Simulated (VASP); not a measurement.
## B3As: single point with PBE

Crystal: B3As.

```
CELL_PARAMETERS angstrom
4.79748 0.00000 0.00000
0.00000 4.79748 0.00000
0.00000 0.00000 4.79748
ATOMIC_POSITIONS crystal
B 0.25000 0.00000 0.50000
B 0.75000 0.00000 0.50000
B 0.50000 0.25000 0.00000
B 0.50000 0.75000 0.00000
B 0.00000 0.50000 0.25000
B 0.00000 0.50000 0.75000
As 0.00000 0.00000 0.00000
As 0.50000 0.50000 0.50000
```

| Quantity | Value |
| --- | --- |
| Program | VASP 6.6.1 |
| Task | single point |
| Functional | PBE |
| Potentials or basis | VASP PAW PBE potentials, release 64 (B, As) |
| Cutoff | 520 eV |
| k mesh | 4 × 4 × 4 |
| Occupations | gaussian, width 0.1 eV |
| Spin | no spin polarisation |
| Dipole correction | no |
| Further INCAR settings | ALGO = Normal; EDIFF = 1e-06; NBANDS = 24 |

```yaml
Pressure: -19.6 GPa
Band_gap_on_the_k_mesh: zero (band 14 reaches 5.74 eV, above the bottom of band 15 at 3.53 eV)
```

Levels at points of the mesh, in eV from the Fermi level:
```
           k point  band 12  band 13  band 14  band 15  band 16  band 17
(0.00, 0.00, 0.00)    -2.24    -2.24    -0.92    -0.92    -0.92     0.11
(0.50, 0.00, 0.00)    -1.78    -0.68    -0.68    -0.01    -0.01     0.63
(0.50, 0.50, 0.00)    -2.41     0.31     0.64     0.87     0.87     1.38
(0.50, 0.50, 0.50)     1.29     1.29     1.29     1.29     1.29     2.31
```

Run time: 11 s on 1 thread of Intel(R) Xeon(R) 6975P-C (Granite Rapids), with other jobs on the host, peak memory 0.2 GiB.
